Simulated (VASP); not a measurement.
# Ga4As3P: single point with PBE

Crystal: Ga4As3P.

```xyz
8
Lattice="4.0067 0.0000 0.0000 -2.0034 3.4699 0.0000 0.0000 0.0000 13.2100" Properties=species:S:1:pos:R:3 pbc="T T T"
P     2.0034    1.1566   -0.0007
As    2.0034    1.1566    6.6008
As    0.0000    2.3133    9.9474
As    0.0000    2.3133    3.2527
Ga    2.0034    1.1566   10.8095
Ga    2.0034    1.1566    4.1090
Ga    0.0000    2.3133    7.4572
Ga    0.0000    2.3133    0.7567
```

```json
{
  "Program": "VASP 6.6.1",
  "Task": "single point",
  "Functional": "PBE",
  "Potentials or basis": "VASP PAW PBE potentials, release 64 (P, As, Ga_d)",
  "Cutoff": "520 eV",
  "k mesh": "12 × 12 × 2",
  "Occupations": "fermi-dirac, width 0.02 eV",
  "Spin": "no spin polarisation"
}
```

The pressure is 0.1 GPa and the largest force is 0.012 eV/Å. The band gap on the k mesh is 0.43 eV.

Forces in eV/Å, atoms in the order of the input:
```
P    0.000  0.000 -0.002
As   0.000  0.000  0.000
As   0.000  0.000  0.001
As   0.000  0.000 -0.001
Ga   0.000  0.000  0.012
Ga   0.000  0.000  0.000
Ga   0.000  0.000  0.001
Ga   0.000  0.000 -0.011
```

Levels at points of the mesh, in eV from the valence-band top:
| k point | band 34 | band 35 | band 36 | band 37 | band 38 | band 39 |
| --- | --- | --- | --- | --- | --- | --- |
| (0.00, 0.00, 0.00) | -0.25 | 0.00 | 0.00 | 0.43 | 0.67 | 1.35 |
| (0.50, 0.00, 0.00) | -2.10 | -1.94 | -1.19 | 1.18 | 1.33 | 1.39 |
| (0.00, 0.00, 0.50) | -0.33 | -0.13 | -0.13 | 0.73 | 1.04 | 1.64 |
| (0.50, 0.00, 0.50) | -1.86 | -1.55 | -1.40 | 1.26 | 1.31 | 1.45 |

Wall time 3.9 min on 1 thread of Intel(R) Xeon(R) 6975P-C (Granite Rapids) (shared host), peak memory 0.44 GiB.

A k mesh can miss the band edges.
